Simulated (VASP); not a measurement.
## GaAs: single point with LDA

GaAs:

```xyz
2
Lattice="0.0000 2.8268 2.8268 2.8268 0.0000 2.8268 2.8268 2.8268 0.0000" Properties=species:S:1:pos:R:3 pbc="T T T"
As    4.2403    4.2403    4.2403
Ga    0.0000    0.0000    0.0000
```

```json
{"Program": "VASP 6.6.1", "Task": "single point", "Functional": "LDA", "Potentials or basis": "VASP PAW LDA potentials, release 64 (As, Ga_d)", "Cutoff": "520 eV", "k mesh": "6 × 6 × 6", "Occupations": "fermi-dirac, width 0.05 eV", "Spin": "non-collinear spin, zero start, spin-orbit coupling", "Starting moments": "[[0.0, 0.0, 0.0], [0.0, 0.0, 0.0]] μB", "Dipole correction": "no", "Further INCAR settings": "ALGO = Normal; EDIFF = 1e-06; NBANDS = 30"}
```

The pressure is -1.6 GPa, the net moment is 0.00 μB per cell and the valence electrons inside the program's atomic spheres are As 2.84; Ga 11.69.

Moments on the atoms (μB; x, y, z):
```
As  0.00 0.00 0.00
Ga  0.00 0.00 0.00
```

Run time: 31 s on 1 thread of Intel(R) Xeon(R) 6975P-C (Granite Rapids), with other jobs on the host, peak memory 0.25 GiB.
